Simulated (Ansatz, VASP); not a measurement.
**One calculation of Cs, two programs**

```
Cs
1.0
    -2.94694    2.94694    3.09806
     2.94694   -2.94694    3.09806
     2.94694    2.94694   -3.09806
Cs
1
Direct
  0.00000 0.00000 0.00000
```

Change from the starting cell: strain -0.025 along x and y, +0.025 along z, atoms carried along.

Alike in both runs: task single point; functional PBEsol; k mesh 12 × 12 × 12; occupations gaussian, width 0.15 eV; no spin polarisation.

|  | VASP | Ansatz |
| --- | --- | --- |
| version | VASP 6.6.1 | Ansatz 0.2.0 |
| potentials or method | VASP PAW PBE potentials, release 64 (Cs_sv), cutoff 520 eV | scalar-relativistic, plane waves, PAW |
| valence electrons in the cell | 9 | 9 |

|  | VASP | Ansatz | Ansatz less VASP |
| --- | --- | --- | --- |
| gap on the k mesh at the Fermi level (eV) | none | none | - |
| pressure (GPa) | 0.0 | 0.0 | +0.02 |

VASP's potentials were made for PBE, not for PBEsol. A gap of «none» marks a metal or a gap that the smearing closes.

Spin-orbit coupling is off throughout.
